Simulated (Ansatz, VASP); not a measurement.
**Two plane-wave programs on WS2**

```
CELL_PARAMETERS angstrom
3.12689 0.00000 0.00000
0.00000 5.41593 0.00000
0.00000 0.00000 12.15597
ATOMIC_POSITIONS crystal
W 0.00000 0.33333 0.25000
W 0.50000 0.83333 0.25000
W 0.50000 0.16667 0.75000
W 0.00000 0.66667 0.75000
S 0.00000 0.33333 0.62152
S 0.50000 0.83333 0.62152
S 0.50000 0.16667 0.12152
S 0.00000 0.66667 0.12152
S 0.00000 0.33333 0.87848
S 0.50000 0.83333 0.87848
S 0.50000 0.16667 0.37848
S 0.00000 0.66667 0.37848
```

Alike in both runs: task single point; functional LDA; k mesh 8 × 6 × 2; occupations gaussian, width 0.05 eV; no spin polarisation.

|  | VASP | Ansatz |
| --- | --- | --- |
| version | VASP 6.6.1 | Ansatz 0.2.0 |
| potentials or method | VASP PAW LDA potentials, release 64 (W_sv, S), cutoff 520 eV | scalar-relativistic, plane waves, PAW |
| valence electrons in the cell | 104 | 104 |

```csv
,VASP,Ansatz,Ansatz less VASP
gap on the k mesh at the Fermi level (eV),0.86,0.85,-0.011
least direct gap on the mesh (eV),1.53,1.52,-0.004
pressure (GPa),0.4,0.0,-0.40
rms of the force components (eV/Å),0.024,0.001,-0.0227
```

LDA's correlation is that of Perdew and Zunger in VASP and of Perdew and Wang (1992) in Ansatz. Atom by atom the forces differ by 0.023 eV/Å (rms over components).

Neither program's run includes spin-orbit coupling.
